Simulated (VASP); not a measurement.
# Si (Imma) in VASP: a series of runs

Si is run at these levels: PBE; tasks: single point.

Everything below comes from runs of VASP 6.6.1. Logs are shortened: lines on timing, memory, paths and dates and some standing lists are left out, and cuts for length are marked.

### Step 1. The cell of the first run

The structure is orthorhombic, space group Imma (No. 74). Conventional cell: a = 4.410 Å, b = 4.640 Å, c = 2.498 Å, α = 90.00°, β = 90.00°, γ = 90.00°. Si (site symmetry mm2) has 10 Si at 2.34 to 3.21 Å within 3.3 Å.

### Step 2. Single point, PBE (12.78 Å³/atom)

INCAR reads:

```
SYSTEM = Si
PREC = Accurate
ENCUT = 520
EDIFF = 1E-6
ISMEAR = -1
SIGMA = 0.05
LREAL = .False.
LASPH = .True.
NELM = 60
ALGO = Normal
ISIF = 2
LWAVE = .False.
LCHARG = .False.
GGA = PE
NBANDS = 11
```

KPOINTS reads:

```
regular mesh
0
Gamma
  16 16 16
  0 0 0
```

POSCAR reads:

```
Si
1.0
   -2.2050483307      2.3201496985      1.2489722886
    2.2050483307     -2.3201496985      1.2489722886
    2.2050483307      2.3201496985     -1.2489722886
Si
2
Direct
    0.8070000000      0.5570000000      0.2500000000
    0.1930000000      0.4430000000      0.7500000000
```

Potentials or basis: VASP PAW PBE potentials, release 64 (Si).

The run is started by

```
$ cat potpaw_PBE.64/Si/POTCAR > POTCAR
$ mpirun -np 1 vasp_std > vasp.out
```

OUTCAR:

```text
SYSTEM = Si
   PREC = Accurate
   ENCUT = 520
   EDIFF = 1E-6
   ISMEAR = -1
   LREAL = .False.
   LASPH = .True.
   NELM = 60
   ISIF = 2
   GGA = PE

 ion  position               nearest neighbor table
   1  0.807  0.557  0.250-   2 2.34   2 2.34   2 2.41   2 2.41   2 2.69   2 2.69
   2  0.193  0.443  0.750-   1 2.34   1 2.34   1 2.41   1 2.41   1 2.69   1 2.69

  LATTYP: Found a body centered orthorhombic cell.
 ALAT       =     2.4979445772
 B/A-ratio  =     1.7654901961
 C/A-ratio  =     1.8576470588

  Lattice vectors:

 A1 = (   2.2050483307,  -2.3201496985,   1.2489722886)
 A2 = (  -2.2050483307,  -2.3201496985,  -1.2489722886)
 A3 = (   2.2050483307,   2.3201496985,  -1.2489722886)

Analysis of symmetry for initial positions (statically):
=====================================================================
 Subroutine PRICEL returns:
 Original cell was already a primitive cell.

 Routine SETGRP: Setting up the symmetry group for a
 body centered orthorhombic supercell.

 Subroutine GETGRP returns: Found  8 space group operations
 (whereof  4 operations were pure point group operations)
 out of a pool of  8 trial point group operations.

The static configuration has the point symmetry C_2h.
 The point group associated with its full space group is D_2h.

Analysis of symmetry for dynamics (positions and initial velocities):
=====================================================================
 Subroutine PRICEL returns:
 Original cell was already a primitive cell.

 Routine SETGRP: Setting up the symmetry group for a
 body centered orthorhombic supercell.

 Subroutine GETGRP returns: Found  8 space group operations
 (whereof  4 operations were pure point group operations)
 out of a pool of  8 trial point group operations.

The dynamic configuration has the point symmetry C_2h.
 The point group associated with its full space group is D_2h.

 Subroutine INISYM returns: Found  8 space group operations
 (whereof  4 operations are pure point group operations),
 and found     1 'primitive' translations

----------------------------------------------------------------------------------------

                                     Primitive cell

  volume of cell :      25.5592

  direct lattice vectors                    reciprocal lattice vectors
    -2.205048331  2.320149698  1.248972289     0.000000000  0.215503336  0.400329138
     2.205048331 -2.320149698  1.248972289     0.226752400  0.000000000  0.400329138
     2.205048331  2.320149698 -1.248972289     0.226752400  0.215503336  0.000000000

  length of vectors
     3.435879006  3.435879006  3.435879006     0.454648333  0.460087024  0.312823174

  position of ions in fractional coordinates (direct lattice)
     0.807000000  0.557000000  0.250000000
     0.193000000  0.443000000  0.750000000

  ion indices of the primitive-cell ions
   primitive index   ion index
                 1           1
                 2           2

----------------------------------------------------------------------------------------

 KPOINTS: regular mesh

Automatic generation of k-mesh.
 Grid dimensions read from file:
 generate k-points for:   16   16   16

 Generating k-lattice:

  Cartesian coordinates                     Fractional coordinates (reciprocal lattice)
     0.000000000  0.013468958  0.025020571     0.062500000  0.000000000  0.000000000
     0.014172025  0.000000000  0.025020571    -0.000000000  0.062500000  0.000000000
     0.014172025  0.013468958  0.000000000    -0.000000000  0.000000000  0.062500000

  Length of vectors
     0.028415521  0.028755439  0.019551448

  Shift w.r.t. Gamma in fractional coordinates (k-lattice)
     0.000000000  0.000000000  0.000000000

 Subroutine IBZKPT returns following result:
 ===========================================

 Found    621 irreducible k-points:

 Following reciprocal coordinates:
            Coordinates               Weight
  0.000000  0.000000  0.000000      1.000000
  0.062500  0.000000 -0.000000      4.000000
  0.125000  0.000000 -0.000000      4.000000
  0.187500  0.000000  0.000000      4.000000
  0.250000  0.000000 -0.000000      4.000000
  0.312500  0.000000 -0.000000      4.000000
[... 16 lines left out ...]
 -0.187500  0.062500  0.000000      8.000000
 -0.125000  0.062500  0.000000      8.000000
 [... further k-points ...]
   k-points           NKPTS =    621   k-points in BZ     NKDIM =    621   number of bands    NBANDS=     11
   number of dos      NEDOS =    301   number of ions     NIONS =      2
   total plane-waves  NPLWV =  21952
   dimension x,y,z NGX =    28 NGY =   28 NGZ =   28
   dimension x,y,z NGXF=    56 NGYF=   56 NGZF=   56
   ions per type =               2
   NGX,Y,Z   is equivalent  to a cutoff of  13.55, 13.55, 13.55 a.u.
   NGXF,Y,Z  is equivalent  to a cutoff of  27.10, 27.10, 27.10 a.u.
 SYSTEM =  Si
   PREC   = accura    normal or accurate (medium, high low for compatibility)
   ISTART =      0    job   : 0-new  1-cont  2-samecut
   ICHARG =      2    charge: 1-file 2-atom 10-const
   ISPIN  =      1    spin polarized calculation?
   LNONCOLLINEAR =      F non collinear calculations
   LSORBIT =      F    spin-orbit coupling
   LASPH  =      T    aspherical Exc in radial PAW
   ENCUT  =  520.0 eV  38.22 Ry    6.18 a.u.   6.39  6.39  6.39*2*pi/ulx,y,z
   NELM   =     60;   NELMIN=  2; NELMDL= -5     # of ELM steps
   EDIFF  = 0.1E-05   stopping-criterion for ELM
   LREAL  =      F    real-space projection
   EDIFFG = 0.1E-04   stopping-criterion for IOM
   NSW    =      0    number of steps for IOM
   IBRION =     -1    ionic relax: 0-MD 1-quasi-New 2-CG
   NFREE  =      0    steps in history (QN), initial steepest desc. (CG)
   ISIF   =      2    stress and relaxation
   ISYM   =      2    0-nonsym 1-usesym 2-fastsym
   POTIM  = 0.5000    time-step for ionic-motion
   TEBEG  =    0.0;   TEEND  =   0.0 temperature during run
   PSTRESS=    0.0 pullay stress
   NELECT =       8.0000    total number of electrons
   NUPDOWN=      -1.0000    fix difference up-down
   EMIN   =  10.00;   EMAX   =-10.00  energy-range for DOS
   EFERMI =   0.00;   METHOD = LEGACY
   ISMEAR =    -1;   SIGMA  =   0.05  broadening in eV -4-tet -1-fermi 0-gaus
   EFERMI_NEDOS =   21; number of points for ismear=-14 and -15
   IALGO  =     38    algorithm
   IMIX   =      4    mixing-type and parameters
     AMIX     =   0.40;   BMIX     =  1.00
     AMIX_MAG =   1.60;   BMIX_MAG =  1.00
  volume/ion in A,a.u.               =      12.78        86.24
  Fermi-wavevector in a.u.,A,eV,Ry     =   1.111533  2.100494 16.810087  1.235507
  Thomas-Fermi vector in A             =   2.248098
   LORBIT       =      0    0 simple, 1 ext, 2 COOP (PROOUT), +10 PAW based schemes
   GGA     = PE    functional components
   LHFCALC =     F    Hartree Fock is set to
   AEXX    =    0.0000 exact exchange contribution
   IVDW    =     0    specifies the selected vdW correction
   LEPSILON=     F    determine dielectric tensor
   LRPA    =     F    only Hartree local field effects (RPA)
 non-spin polarized calculation
  energy-cutoff  :      520.00
  volume of cell :       25.56
 maximum number of plane-waves:       704
 NGX is ok and might be reduce to    28
   NGX = 13   NGY = 13   NGZ = 13

 number of electron       8.0000000 magnetization

 Free energy of the ion-electron system (eV)
  ---------------------------------------------------
  ext. energy  EPLUGINS =         0.00000000
  ---------------------------------------------------
  free energy    TOTEN  =        -9.88930205 eV

  energy without entropy =       -9.88333815  energy(sigma->0) =       -9.88632010

 E-fermi :  11.5686     XC(G=0): -11.6335

 val. band max:       11.5680349686   @ k =   0.5000   0.5000   0.0625
 cond. band min:      11.5693791197   @ k =   0.3750   0.1250   0.0000
 fundamental gap:      0.0013441511
 Fermi energy:        11.5686244009

 k-point     1 :       0.0000    0.0000    0.0000
  band No.  band energies     occupation
      1      -3.8406      2.00000
      2       8.4429      2.00000
      3       8.9650      2.00000
      4      10.1234      2.00000
      5      12.3557      0.00000
      6      19.4196      0.00000
      7      21.2219      0.00000
      8      22.0910      0.00000
      9      22.8725      0.00000
     10      23.0460      0.00000
     11      23.9665      0.00000

 k-point     2 :       0.0625    0.0000   -0.0000
  band No.  band energies     occupation
      1      -3.7237      2.00000
      2       8.3884      2.00000
      3       8.6874      2.00000
      4      10.5803      2.00000
      5      12.6318      0.00000
      6      18.6852      0.00000
      7      20.5808      0.00000
      8      21.5382      0.00000
      9      22.1470      0.00000
     10      22.6295      0.00000
     11      23.9805      0.00000

 k-point     3 :       0.1250    0.0000   -0.0000
  band No.  band energies     occupation
      1      -3.3735      2.00000
      2       8.2886      2.00000
      3       8.3163      2.00000
      4      11.4474      1.83725
      5      13.3947      0.00000
      6      17.4176      0.00000
      7      18.2486      0.00000
      8      20.3913      0.00000
      9      20.6245      0.00000
     10      21.7012      0.00000
     11      23.8494      0.00000
[... 267 lines left out ...]
 k-point    23 :      -0.1875    0.0625    0.0000
  band No.  band energies     occupation
      1      -3.2144      2.00000
      2       6.9918      2.00000
      3       8.5380      2.00000
      4      11.9914      0.00042
      5      14.3705      0.00000
      6      16.4803      0.00000
      7      17.8647      0.00000
      8      19.9497      0.00000
      9      20.9571      0.00000
     10      22.3276      0.00000
     11      23.8060      0.00000

 k-point    24 :      -0.1250    0.0625    0.0000
  band No.  band energies     occupation
      1      -3.6164      2.00000
      2       7.3305      2.00000
      3       8.7004      2.00000
      4      11.1749      1.99924
      5      13.4301      0.00000
      6      17.6577      0.00000
      7      20.2291      0.00000
      8      21.5395      0.00000
      9      22.1025      0.00000
     10      22.9498      0.00000
     11      24.4405      0.00000

 [... further k-points ...]

------------------------ aborting loop because EDIFF is reached ----------------------------------------

  FORCE on cell =-STRESS in cart. coord.  units (eV):
  Direction    XX          YY          ZZ          XY          YZ          ZX
  --------------------------------------------------------------------------------------
  -------------------------------------------------------------------------------------
  Total        4.1932258      4.9121684      4.1941034      0.0000000      0.0000000      0.0000000
  in kB      262.8523805    307.9193007    262.9073939      0.0000000      0.0000000      0.0000000
  external PRESSURE =     277.8930250 kB  Pullay stress =       0.0000000 kB

 VOLUME and BASIS-vectors are now :
 -----------------------------------------------------------------------------
  energy-cutoff  :      520.00
  volume of cell :       25.56
      direct lattice vectors                 reciprocal lattice vectors
    -2.205048331  2.320149698  1.248972289     0.000000000  0.215503336  0.400329138
     2.205048331 -2.320149698  1.248972289     0.226752400  0.000000000  0.400329138
     2.205048331  2.320149698 -1.248972289     0.226752400  0.215503336  0.000000000

 POSITION                                       TOTAL-FORCE (eV/Angst)
 -----------------------------------------------------------------------------------
     -0.00000      1.16007      1.39136        -0.000000     -0.000000     -0.063832
      2.20505      1.16007     -0.14238         0.000000      0.000000      0.063832
 -----------------------------------------------------------------------------------
    total drift:                                0.000000     -0.000000     -0.000000

  FREE ENERGIE OF THE ION-ELECTRON SYSTEM (eV)
  ---------------------------------------------------
  free  energy   TOTEN  =        -9.8893020473 eV

  energy  without entropy=       -9.8833381506  energy(sigma->0) =       -9.88632010
```

Run time: 2.4 min. Hardware: 1 thread of Intel Xeon 8259CL, shared host; peak memory 0.26 GiB.

What came out:

```yaml
Free_energy: -9.8893 eV
Pressure: 27.8 GPa
Largest_force: 0.064 eV/Å
Band_gap_on_the_k_mesh: zero (bands 4 and 5 overlap by 7.86 eV)
```

Forces in eV/Å, atoms in the order of the input:
```
Si   0.000  0.000 -0.064
Si   0.000  0.000  0.064
```

Levels at points of the mesh, in eV from the Fermi level:
```csv
k point,band 1,band 2,band 3,band 4,band 5,band 6,band 7,band 8,band 9
"(0.00, 0.00, 0.00)",-15.41,-3.13,-2.60,-1.45,0.79,7.85,9.65,10.52,11.30
"(0.50, 0.00, 0.00)",-8.20,-7.98,-1.83,-1.49,-1.23,-0.15,5.16,5.42,10.69
"(0.00, 0.50, 0.00)",-8.06,-7.73,-2.96,-2.31,-1.22,0.79,5.51,6.31,10.13
"(0.50, 0.50, 0.00)",-11.91,-11.91,0.10,0.10,3.06,3.06,9.16,9.16,10.71
"(0.50, 0.50, 0.50)",-9.47,-8.37,-8.14,-7.84,6.07,6.62,15.19,15.60,15.85
```

Caveat: the cell stands under pressure.

### Step 3. Single point, PBE (13.32 Å³/atom)

This run uses another cell than the first one, of 13.32 Å³/atom.

INCAR reads:

```
SYSTEM = Si
PREC = Accurate ; ENCUT = 520
EDIFF = 1E-7 ; ISMEAR = -1
SIGMA = 0.05 ; LREAL = .FALSE.
LASPH = .TRUE. ; NELM = 60
ALGO = Normal ; ISIF = 2
LWAVE = .FALSE. ; LCHARG = .FALSE.
GGA = PE ; NBANDS = 11
```

KPOINTS reads:

```
regular mesh
0
G
  16 16 16
  0 0 0
```

POSCAR reads:

```
Si
1.0
   -2.2358921622      2.3526035479      1.2664426952
    2.2358921622     -2.3526035479      1.2664426952
    2.2358921622      2.3526035479     -1.2664426952
Si
2
Direct
    0.8070000000      0.5570000000      0.2500000000
    0.1930000000      0.4430000000      0.7500000000
```

Potentials or basis: VASP PAW PBE potentials, release 64 (Si).

The run is started by

```
$ cat potpaw_PBE.64/Si/POTCAR > POTCAR
$ mpirun -np 1 vasp_std > vasp.out
```

OUTCAR:

```text
SYSTEM = Si
   PREC = Accurate
   ENCUT = 520
   EDIFF = 1E-7
   ISMEAR = -1
   LREAL = .FALSE.
   LASPH = .TRUE.
   NELM = 60
   ISIF = 2
   GGA = PE

 ion  position               nearest neighbor table
   1  0.807  0.557  0.250-   2 2.37   2 2.37   2 2.44   2 2.44   2 2.72   2 2.72
   2  0.193  0.443  0.750-   1 2.37   1 2.37   1 2.44   1 2.44   1 2.72   1 2.72

  LATTYP: Found a body centered orthorhombic cell.
 ALAT       =     2.5328853904
 B/A-ratio  =     1.7654901960
[... 529 lines left out ...]
------------------------ aborting loop because EDIFF is reached ----------------------------------------

  FORCE on cell =-STRESS in cart. coord.  units (eV):
  Direction    XX          YY          ZZ          XY          YZ          ZX
  --------------------------------------------------------------------------------------
  -------------------------------------------------------------------------------------
  Total        3.0306175      3.5581782      3.0479946      0.0000000      0.0000000      0.0000000
  in kB      182.2202245    213.9405682    183.2650456      0.0000000      0.0000000      0.0000000
  external PRESSURE =     193.1419461 kB  Pullay stress =       0.0000000 kB

 VOLUME and BASIS-vectors are now :
 -----------------------------------------------------------------------------
  energy-cutoff  :      520.00
  volume of cell :       26.65
      direct lattice vectors                 reciprocal lattice vectors
    -2.235892162  2.352603548  1.266442695     0.000000000  0.212530496  0.394806652
     2.235892162 -2.352603548  1.266442695     0.223624381  0.000000000  0.394806652
     2.235892162  2.352603548 -1.266442695     0.223624381  0.212530496  0.000000000

 POSITION                                       TOTAL-FORCE (eV/Angst)
 -----------------------------------------------------------------------------------
      0.00000      1.17630      1.41082        -0.000000      0.000000     -0.020128
      2.23589      1.17630     -0.14437         0.000000     -0.000000      0.020128
 -----------------------------------------------------------------------------------
    total drift:                                0.000000     -0.000000     -0.000000

  FREE ENERGIE OF THE ION-ELECTRON SYSTEM (eV)
  ---------------------------------------------------
  free  energy   TOTEN  =       -10.0483255988 eV

  energy  without entropy=      -10.0422804534  energy(sigma->0) =      -10.04530303
```

Wall time 2.7 min (1 thread of Intel Xeon 8259CL, shared host); peak memory 0.27 GiB.

What came out:

```
Free energy            : -10.0483 eV
Pressure               : 19.3 GPa
Largest force          : 0.020 eV/Å
Band gap on the k mesh : zero (bands 4 and 5 overlap by 7.57 eV)
```

Forces in eV/Å, atoms in the order of the input:
```
Si   0.000  0.000 -0.020
Si   0.000  0.000  0.020
```

Levels at points of the mesh, in eV from the Fermi level:
```tsv
k point	band 2	band 3	band 4	band 5	band 6	band 7
(0.00, 0.00, 0.00)	-3.02	-2.52	-1.58	0.99	7.80	9.31
(0.50, 0.00, 0.00)	-7.74	-1.80	-1.40	-1.28	-0.01	4.97
(0.00, 0.50, 0.00)	-7.44	-2.87	-2.24	-1.34	0.99	5.31
(0.50, 0.50, 0.00)	-11.60	0.13	0.13	2.99	2.99	8.86
(0.50, 0.50, 0.50)	-8.24	-7.83	-7.54	5.87	6.56	14.56
```

Caveat: the cell stands under pressure.

### Step 4. Single point, PBE (13.73 Å³/atom)

This run uses another cell than the first one, of 13.73 Å³/atom.

INCAR reads:

```
SYSTEM = Si
  PREC = Accurate
  ENCUT = 520
  EDIFF = 1E-7
  ISMEAR = -1
  SIGMA = 0.05
  LREAL = .False.
  LASPH = .True.
  NELM = 100
  ALGO = Normal
  ISIF = 2
  LWAVE = .False.
  LCHARG = .False.
  GGA = PE
  NBANDS = 11
```

KPOINTS reads:

```
regular mesh
0
Gamma
  16 16 16
  0 0 0
```

POSCAR reads:

```
Si
1.0
   -2.2584784602      2.3763688286      1.2792359115
    2.2584784602     -2.3763688286      1.2792359115
    2.2584784602      2.3763688286     -1.2792359115
Si
2
Direct
    0.8070000000      0.5570000000      0.2500000000
    0.1930000000      0.4430000000      0.7500000000
```

The run is started by

```
$ cat potpaw_PBE.64/Si/POTCAR > POTCAR
$ mpirun -np 1 vasp_std > vasp.out
```

Run time: 2.7 min. Hardware: 1 thread of Intel Xeon 8259CL, shared host; peak memory 0.27 GiB.

Results (log left out):

```yaml
Free_energy: -10.1328 eV
Pressure: 14.0 GPa
Largest_force: 0.009 eV/Å
Band_gap_on_the_k_mesh: zero (bands 4 and 5 overlap by 7.36 eV)
```

Forces on the atoms (eV/Å):
```
Si   0.000  0.000  0.009
Si   0.000  0.000 -0.009
```

Stress tensor (GPa, compression positive):
```
13.12  0.00  0.00
 0.00 15.49  0.00
 0.00  0.00 13.30
```

Levels at points of the mesh, in eV from the Fermi level:
```tsv
k point	band 2	band 3	band 4	band 5	band 6	band 7
(0.00, 0.00, 0.00)	-2.95	-2.46	-1.69	1.14	7.75	9.07
(0.50, 0.00, 0.00)	-7.58	-1.79	-1.34	-1.31	0.08	4.83
(0.00, 0.50, 0.00)	-7.24	-2.80	-2.18	-1.44	1.12	5.17
(0.50, 0.50, 0.00)	-11.38	0.15	0.15	2.93	2.93	8.65
(0.50, 0.50, 0.50)	-8.14	-7.61	-7.33	5.73	6.52	14.12
```

Caveat: the cell stands under pressure.

### Step 5. Summary

| cell | gap on the mesh (eV) | pressure (GPa) | largest force (eV/Å) |
| --- | --- | --- | --- |
| a = 3.436 Å, angles 100.2, 95.0, 137.4°, 2 atoms | none | 27.8 | 0.06 |
| a = 3.484 Å, angles 100.2, 95.0, 137.4°, 2 atoms | none | 19.3 | 0.02 |
| a = 3.519 Å, angles 100.2, 95.0, 137.4°, 2 atoms | none | 14.0 | 0.01 |

Alike in all rows: task single point; level PBE; potentials or basis VASP PAW PBE potentials, release 64 (Si); no spin polarisation; k mesh 16 × 16 × 16; cutoff (eV) 520; smearing fermi-dirac 0.05 eV.

Caveats: the cell stands under pressure.

Absolute energies hang on the potentials; compare differences alone.
